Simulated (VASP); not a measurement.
# Cu2BrCl (R-3m) in VASP: notebook

The runs below take Cu2BrCl through single point, with PBE.

Program: VASP 6.6.1. These are calculated values, not measurements. Logs are shortened: lines on timing, memory, paths and dates and some standing lists are left out, and cuts for length are marked.

**1. The cell of the first run**

It takes space group R-3m (No. 166, trigonal). The conventional cell has a = 3.784 Å, b = 3.784 Å, c = 18.498 Å, α = 90.00°, β = 90.00°, γ = 120.00°. Br (site symmetry -3m) has 6 Cu at 2.69 Å within 3.5 Å. Within 3.5 Å of Cu (site symmetry 3m) lie 3 Cl at 2.66 Å and 3 Br at 2.69 Å. Cl (site symmetry -3m) has 6 Cu at 2.66 Å within 3.5 Å.

**2. Single point, PBE**

The input, INCAR:

```
PREC     = Accurate       # precision mode
ENCUT    = 520            # plane-wave cutoff, eV
EDIFF    = 1E-7           # SCF threshold, eV
ISMEAR   = -1             # smearing method
SIGMA    = 0.05           # smearing width, eV
LREAL    = F              # projectors in reciprocal space
LASPH    = T              # aspherical terms in the spheres
NELM     = 60             # most SCF steps
ALGO     = Fast           # electronic algorithm
ISIF     = 2              # what is computed and relaxed
LWAVE    = F              # write WAVECAR
LCHARG   = F              # write CHGCAR
GGA      = PE             # functional
NBANDS   = 26             # bands
```

The input, KPOINTS:

```
regular mesh
0
Gamma
  8 8 8
```

The input, POSCAR:

```
Cu2BrCl
1.0
    1.8919017398      1.0922899787      6.1661173702
   -1.8919017398      1.0922899787      6.1661173702
    0.0000000000     -2.1845799575      6.1661173702
Br Cu Cl
1 2 1
Direct
    0.0000000000      0.0000000000      0.0000000000
    0.7516030000      0.7516030000      0.7516030000
    0.2483970000      0.2483970000      0.2483970000
    0.5000000000      0.5000000000      0.5000000000
```

Potentials or basis: VASP PAW PBE potentials, release 64 (Br, Cu, Cl).

Launch:

```console
$ cat potpaw_PBE.64/Br/POTCAR potpaw_PBE.64/Cu/POTCAR potpaw_PBE.64/Cl/POTCAR > POTCAR
$ mpirun -np 1 vasp_std > vasp.out
```

OUTCAR:

```text
PREC = Accurate
   ENCUT = 520
   EDIFF = 1E-7
   ISMEAR = -1
   LREAL = F
   LASPH = T
   NELM = 60
   ISIF = 2
   GGA = PE

 ion  position               nearest neighbor table
   1  0.000  0.000  0.000-   2 2.69   3 2.69   2 2.69   2 2.69   3 2.69   3 2.69
   2  0.752  0.752  0.752-   4 2.66   4 2.66   4 2.66   1 2.69   1 2.69   1 2.69
   3  0.248  0.248  0.248-   4 2.66   4 2.66   4 2.66   1 2.69   1 2.69   1 2.69
   4  0.500  0.500  0.500-   3 2.66   2 2.66   3 2.66   3 2.66   2 2.66   2 2.66

  LATTYP: Found a trigonal (rhomboedric) cell.
 ALAT       =     6.5416659204
 COS(alpha) =     0.8327175323

  Lattice vectors:

 A1 = (   1.8919017398,   1.0922899787,   6.1661173702)
 A2 = (  -1.8919017398,   1.0922899787,   6.1661173702)
 A3 = (   0.0000000000,  -2.1845799575,   6.1661173702)

Analysis of symmetry for initial positions (statically):
=====================================================================
 Subroutine PRICEL returns:
 Original cell was already a primitive cell.

 Routine SETGRP: Setting up the symmetry group for a
 trigonal (rhombohedral) supercell.

 Subroutine GETGRP returns: Found 12 space group operations
 (whereof 12 operations were pure point group operations)
 out of a pool of 12 trial point group operations.

The static configuration has the point symmetry D_3d.

Analysis of symmetry for dynamics (positions and initial velocities):
=====================================================================
 Subroutine PRICEL returns:
 Original cell was already a primitive cell.

 Routine SETGRP: Setting up the symmetry group for a
 trigonal (rhombohedral) supercell.

 Subroutine GETGRP returns: Found 12 space group operations
 (whereof 12 operations were pure point group operations)
 out of a pool of 12 trial point group operations.

The dynamic configuration has the point symmetry D_3d.

 Subroutine INISYM returns: Found 12 space group operations
 (whereof 12 operations are pure point group operations),
 and found     1 'primitive' translations

----------------------------------------------------------------------------------------

                                     Primitive cell

  volume of cell :      76.4539

  direct lattice vectors                    reciprocal lattice vectors
     1.891901740  1.092289979  6.166117370     0.264284339  0.152584634  0.054058869
    -1.891901740  1.092289979  6.166117370    -0.264284339  0.152584634  0.054058869
     0.000000000 -2.184579958  6.166117370     0.000000000 -0.305169268  0.054058869

  length of vectors
     6.541665920  6.541665920  6.541665920     0.309920383  0.309920383  0.309920383

  position of ions in fractional coordinates (direct lattice)
     0.000000000  0.000000000  0.000000000
     0.751603000  0.751603000  0.751603000
     0.248397000  0.248397000  0.248397000
     0.500000000  0.500000000  0.500000000

  ion indices of the primitive-cell ions
   primitive index   ion index
                 1           1
                 2           2
                 3           3
                 4           4

----------------------------------------------------------------------------------------

 KPOINTS: regular mesh

Automatic generation of k-mesh.
 Grid dimensions read from file:
 generate k-points for:    8    8    8

 Generating k-lattice:

  Cartesian coordinates                     Fractional coordinates (reciprocal lattice)
     0.033035542  0.019073079  0.006757359     0.125000000  0.000000000 -0.000000000
    -0.033035542  0.019073079  0.006757359     0.000000000  0.125000000 -0.000000000
     0.000000000 -0.038146159  0.006757359     0.000000000  0.000000000  0.125000000

  Length of vectors
     0.038740048  0.038740048  0.038740048

  Shift w.r.t. Gamma in fractional coordinates (k-lattice)
     0.000000000  0.000000000  0.000000000

 Subroutine IBZKPT returns following result:
 ===========================================

 Found     65 irreducible k-points:

 Following reciprocal coordinates:
            Coordinates               Weight
  0.000000  0.000000  0.000000      1.000000
  0.125000  0.000000  0.000000      6.000000
  0.250000  0.000000  0.000000      6.000000
  0.375000  0.000000  0.000000      6.000000
  0.500000  0.000000  0.000000      3.000000
  0.125000  0.125000  0.000000      6.000000
[... 16 lines left out ...]
  0.250000  0.125000  0.125000      6.000000
  0.375000  0.125000  0.125000      6.000000
 [... further k-points ...]
   k-points           NKPTS =     65   k-points in BZ     NKDIM =     65   number of bands    NBANDS=     26
   number of dos      NEDOS =    301   number of ions     NIONS =      4
   total plane-waves  NPLWV = 125000
   dimension x,y,z NGX =    50 NGY =   50 NGZ =   50
   dimension x,y,z NGXF=   100 NGYF=  100 NGZF=  100
   ions per type =               1   2   1
   NGX,Y,Z   is equivalent  to a cutoff of  12.71, 12.71, 12.71 a.u.
   NGXF,Y,Z  is equivalent  to a cutoff of  25.41, 25.41, 25.41 a.u.
 SYSTEM =  unknown system
   PREC   = accura    normal or accurate (medium, high low for compatibility)
   ISTART =      0    job   : 0-new  1-cont  2-samecut
   ICHARG =      2    charge: 1-file 2-atom 10-const
   ISPIN  =      1    spin polarized calculation?
   LNONCOLLINEAR =      F non collinear calculations
   LSORBIT =      F    spin-orbit coupling
   LASPH  =      T    aspherical Exc in radial PAW
   ENCUT  =  520.0 eV  38.22 Ry    6.18 a.u.  12.16 12.16 12.16*2*pi/ulx,y,z
   NELM   =     60;   NELMIN=  2; NELMDL= -5     # of ELM steps
   EDIFF  = 0.1E-06   stopping-criterion for ELM
   LREAL  =      F    real-space projection
   EDIFFG = 0.1E-05   stopping-criterion for IOM
   NSW    =      0    number of steps for IOM
   IBRION =     -1    ionic relax: 0-MD 1-quasi-New 2-CG
   NFREE  =      0    steps in history (QN), initial steepest desc. (CG)
   ISIF   =      2    stress and relaxation
   ISYM   =      2    0-nonsym 1-usesym 2-fastsym
   POTIM  = 0.5000    time-step for ionic-motion
   TEBEG  =    0.0;   TEEND  =   0.0 temperature during run
   PSTRESS=    0.0 pullay stress
   NELECT =      36.0000    total number of electrons
   NUPDOWN=      -1.0000    fix difference up-down
   EMIN   =  10.00;   EMAX   =-10.00  energy-range for DOS
   EFERMI =   0.00;   METHOD = LEGACY
   ISMEAR =    -1;   SIGMA  =   0.05  broadening in eV -4-tet -1-fermi 0-gaus
   EFERMI_NEDOS =   21; number of points for ismear=-14 and -15
   IALGO  =     68    algorithm
   IMIX   =      4    mixing-type and parameters
     AMIX     =   0.40;   BMIX     =  1.00
     AMIX_MAG =   1.60;   BMIX_MAG =  1.00
  volume/ion in A,a.u.               =      19.11       128.98
  Fermi-wavevector in a.u.,A,eV,Ry     =   1.273628  2.406807 22.070383  1.622127
  Thomas-Fermi vector in A             =   2.406441
   LORBIT       =      0    0 simple, 1 ext, 2 COOP (PROOUT), +10 PAW based schemes
   GGA     = PE    functional components
   LHFCALC =     F    Hartree Fock is set to
   AEXX    =    0.0000 exact exchange contribution
   IVDW    =     0    specifies the selected vdW correction
   LEPSILON=     F    determine dielectric tensor
   LRPA    =     F    only Hartree local field effects (RPA)
 non-spin polarized calculation
 RMM-DIIS sequential band-by-band and
  energy-cutoff  :      520.00
  volume of cell :       76.45
 maximum number of plane-waves:      2078
 NGX is ok and might be reduce to    50
   NGX = 25   NGY = 25   NGZ = 25

 number of electron      35.9999987 magnetization

 Free energy of the ion-electron system (eV)
  ---------------------------------------------------
  ext. energy  EPLUGINS =         0.00000000
  ---------------------------------------------------
  free energy    TOTEN  =       -11.46920754 eV

  energy without entropy =      -11.46793932  energy(sigma->0) =      -11.46857343

 E-fermi :   4.6471     XC(G=0): -10.0875

 val. band max:        4.5352844509   @ k =   0.0000   0.0000   0.0000
 cond. band min:       4.7994683487   @ k =   0.1250   0.1250   0.1250
 fundamental gap:      0.2641838978
 Fermi energy:         4.6471323819

 k-point     1 :       0.0000    0.0000    0.0000
  band No.  band energies     occupation
      1     -12.1077      2.00000
      2     -11.4485      2.00000
      3      -2.2045      2.00000
      4       0.2691      2.00000
      5       0.2691      2.00000
      6       1.4105      2.00000
[... 18 lines left out ...]
     25      13.6012      0.00000
     26      13.6295      0.00000

 k-point     2 :       0.1250    0.0000    0.0000
  band No.  band energies     occupation
      1     -12.0299      2.00000
      2     -11.4201      2.00000
      3      -2.0334      2.00000
      4       0.0361      2.00000
      5       0.2470      2.00000
      6       0.6845      2.00000
[... 18 lines left out ...]
     25      13.2556      0.00000
     26      13.7434      0.00000

 k-point     3 :       0.2500    0.0000    0.0000
  band No.  band energies     occupation
      1     -11.8287      2.00000
      2     -11.3528      2.00000
      3      -1.5766      2.00000
      4      -0.6045      2.00000
      5      -0.3999      2.00000
      6       0.1931      2.00000
[... 18 lines left out ...]
     25      11.9921      0.00000
     26      12.8701      0.00000

 k-point     4 :       0.3750    0.0000    0.0000
  band No.  band energies     occupation
      1     -11.5973      2.00000
      2     -11.2967      2.00000
      3      -1.3148      2.00000
      4      -1.2766      2.00000
      5      -0.7850      2.00000
      6       0.1417      2.00000
[... 18 lines left out ...]
     25      12.2863      0.00000
     26      12.6593      0.00000

 k-point     5 :       0.5000    0.0000    0.0000
  band No.  band energies     occupation
      1     -11.4811      2.00000
      2     -11.2875      2.00000
      3      -1.5578      2.00000
      4      -1.5133      2.00000
      5      -0.3273      2.00000
      6      -0.1343      2.00000
[... 18 lines left out ...]
     25      12.4333      0.00000
     26      12.6734      0.00000

 k-point     6 :       0.1250    0.1250    0.0000
  band No.  band energies     occupation
      1     -12.0231      2.00000
      2     -11.4287      2.00000
      3      -2.0044      2.00000
      4       0.0482      2.00000
      5       0.2583      2.00000
      6       0.6224      2.00000
[... 427 lines left out ...]
 k-point    21 :       0.5000    0.5000    0.0000
  band No.  band energies     occupation
      1     -11.5000      2.00000
      2     -11.2623      2.00000
      3      -2.2138      2.00000
      4      -1.4306      2.00000
      5       0.1229      2.00000
      6       0.2354      2.00000
[... 18 lines left out ...]
     25      13.5285      0.00000
     26      15.2380      0.00000

 k-point    22 :       0.1250    0.1250    0.1250
  band No.  band energies     occupation
      1     -12.0858      2.00000
      2     -11.4768      2.00000
      3      -2.1080      2.00000
      4       0.2923      2.00000
      5       0.2923      2.00000
      6       1.1413      2.00000
[... 18 lines left out ...]
     25      13.5792      0.00000
     26      13.5792      0.00000

 k-point    23 :       0.2500    0.1250    0.1250
  band No.  band energies     occupation
      1     -11.9961      2.00000
      2     -11.4625      2.00000
      3      -1.8978      2.00000
      4       0.0511      2.00000
      5       0.2764      2.00000
      6       0.4632      2.00000
[... 18 lines left out ...]
     25      12.5953      0.00000
     26      13.3586      0.00000

 k-point    24 :       0.3750    0.1250    0.1250
  band No.  band energies     occupation
      1     -11.7915      2.00000
      2     -11.3964      2.00000
      3      -1.5373      2.00000
      4      -0.6316      2.00000
      5      -0.3481      2.00000
      6       0.2167      2.00000
[... 18 lines left out ...]
     25      11.6920      0.00000
     26      13.3084      0.00000

 [... further k-points ...]
[... 5 lines left out ...]
  --------------------------------------------------------------------------------------
  -------------------------------------------------------------------------------------
  Total       -0.8835872     -0.8835872     -0.9233006     -0.0000000      0.0000000     -0.0000000
  in kB      -18.5165661    -18.5165661    -19.3488040     -0.0000000      0.0000000     -0.0000000
  external PRESSURE =     -18.7939788 kB  Pullay stress =       0.0000000 kB

 VOLUME and BASIS-vectors are now :
 -----------------------------------------------------------------------------
  energy-cutoff  :      520.00
  volume of cell :       76.45
      direct lattice vectors                 reciprocal lattice vectors
     1.891901740  1.092289979  6.166117370     0.264284339  0.152584634  0.054058869
    -1.891901740  1.092289979  6.166117370    -0.264284339  0.152584634  0.054058869
     0.000000000 -2.184579958  6.166117370     0.000000000 -0.305169268  0.054058869

 POSITION                                       TOTAL-FORCE (eV/Angst)
 -----------------------------------------------------------------------------------
      0.00000      0.00000      0.00000         0.000000      0.000000      0.000000
      0.00000     -0.00000     13.90342         0.000000     -0.000000      0.063484
      0.00000     -0.00000      4.59494         0.000000      0.000000     -0.063484
      0.00000     -0.00000      9.24918         0.000000      0.000000      0.000000
 -----------------------------------------------------------------------------------
    total drift:                                0.000000     -0.000000      0.000000

  FREE ENERGIE OF THE ION-ELECTRON SYSTEM (eV)
  ---------------------------------------------------
  free  energy   TOTEN  =       -11.4692075409 eV

  energy  without entropy=      -11.4679393181  energy(sigma->0) =      -11.46857343
```

Run time: 14 min. Hardware: 1 thread of Oxide Virtual Turin-like, shared host; peak memory 0.38 GiB.

Results:

```
Free energy            : -11.4692 eV
Pressure               : -1.9 GPa
Largest force          : 0.063 eV/Å
Band gap on the k mesh : 0.06 eV
```

Forces in eV/Å, atoms in the order of the input:
```
Br   0.000  0.000  0.000
Cu   0.000  0.000  0.063
Cu   0.000  0.000 -0.063
Cl   0.000  0.000  0.000
```

Stress tensor (GPa, compression positive):
```
-1.85  0.00  0.00
 0.00 -1.85  0.00
 0.00  0.00 -1.93
```

Caveat: the smearing spreads over this small gap; semilocal functionals underestimate gaps, and a narrow one can read as zero. A k mesh can miss the band edges.

[end of part 1 of 2]

The gap in the log of VASP goes by the Fermi energy; the results here count the filled bands.